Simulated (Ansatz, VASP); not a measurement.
One calculation of Cr, two programs

POSCAR

```
Cr
1.0
    3.0777293456      0.0000000000      0.0000000000
    0.0000000000      3.0777293456      0.0000000000
    0.0000000000      0.0000000000      3.0777293456
Cr
2
Direct
    0.0000000000      0.0000000000      0.0000000000
    0.5000000000      0.5000000000      0.5000000000
```

INCAR.step1

```
ALGO = Normal
EDIFF = 1E-4
ENCUT = 520
GGA = PE
ISMEAR = -1
ISPIN = 2
LASPH = True
LCHARG = False
LMAXMIX = 4
LREAL = False
LWAVE = True
MAGMOM = 2.525 -2.525
NBANDS = 23
NELM = 150
PREC = Accurate
SIGMA = 0.05
```

File INCAR.step2:

```
ALGO = Normal
EDIFF = 1E-6
ENCUT = 520
ISIF = 2
ISMEAR = -1
ISPIN = 2
ISTART = 1
LASPH = True
LCHARG = True
LELF = True
LMAXMIX = 4
LMIXTAU = True
LORBIT = 11
LREAL = False
LVHAR = True
LWAVE = False
MAGMOM = 2.525 -2.525
METAGGA = R2SCAN
NBANDS = 23
NELM = 150
PREC = Accurate
SIGMA = 0.05
```

Contents of KPOINTS:

```
k-points
0
Gamma
  17 17 17
```

Input for Ansatz:

```yaml
crystal:
  lattice:
    - [3.0777293456, 0.0, 0.0]
    - [0.0, 3.0777293456, 0.0]
    - [0.0, 0.0, 3.0777293456]
  atoms:
    - { symbol: Cr, position: [0.0, 0.0, 0.0], spin: 2.525 }
    - { symbol: Cr, position: [0.5, 0.5, 0.5], spin: -2.525 }
hamiltonian:
  xc: r2scan
  pseudopotentials:
    kind: paw
    azcp:
      Cr: "pseudopotentials/Cr.paw.azcp"
basis:
  ecutwfc: 500
  fft_grid_basis: typed
kpoints:
  mp_grid: { grid: [17, 17, 17], shift: [0, 0, 0] }
magnetization:
  spin_polarized: true
scf:
  occupations: { method: fermi_dirac, width: 0.05 }
output:
  stress: true
```

Alike in both runs: task single point; functional r2SCAN; k mesh 17 × 17 × 17; occupations fermi-dirac, width 0.05 eV; collinear spin.

```csv
,VASP,Ansatz
version,VASP 6.6.1,Ansatz 0.2.0
potentials or method,"VASP PAW PBE potentials, release 64 (Cr_pv), cutoff 520 eV","plane waves (500 eV) with PAW, scalar-relativistic"
valence electrons in the cell,24,28
```

|  | VASP | Ansatz | Ansatz less VASP |
| --- | --- | --- | --- |
| pressure (GPa) | -9.5 | -9.9 | -0.38 |
| net moment per atom (μB) | 0.00 | 0.00 | 0.000 |
| size of the moment on the site where the two differ most (μB) | 3.08 | 2.93 | -0.147 |

VASP's potentials were made for PBE, not for r2SCAN. Site moments also hang on the region over which each program counts them. VASP's potentials hold 24 valence electrons a cell and Ansatz's 28, so a difference there can come from the potentials and not from the codes. Ansatz's warnings: stability check not made.
